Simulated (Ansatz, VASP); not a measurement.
**Two plane-wave programs on Ta2NbO2**

```
CELL_PARAMETERS angstrom
4.59485 0.00000 0.00000
-2.29742 3.97926 0.00000
0.00000 0.00000 3.97207
ATOMIC_POSITIONS crystal
Ta 0.33333 0.66667 0.50000
Ta 0.66667 0.33333 0.50000
Nb 0.00000 0.00000 0.00000
O 0.33333 0.66667 0.00000
O 0.66667 0.33333 0.00000
```

Alike in both runs: functional PBE; k mesh 12 × 12 × 10; occupations gaussian, width 0.1 eV; no spin polarisation.

Ansatz relaxed the structure, and its values are those at the end. VASP's run is a single point on that final structure, the one shown.

```csv
,VASP,Ansatz
version,VASP 6.6.1,Ansatz 0.2.0
potentials or method,"VASP PAW PBE potentials, release 64 (Ta_pv, Nb_sv, O), cutoff 520 eV","scalar-relativistic, plane waves, PAW"
valence electrons in the cell,47,51
```

|  | VASP | Ansatz | Ansatz less VASP |
| --- | --- | --- | --- |
| gap on the k mesh at the Fermi level (eV) | none | none | - |
| pressure (GPa) | 0.3 | 0.0 | -0.27 |

A gap of «none» marks a metal or a gap that the smearing closes. VASP's potentials hold 47 valence electrons a cell and Ansatz's 51, so a difference there can come from the potentials and not from the codes.

Neither program's run includes spin-orbit coupling.
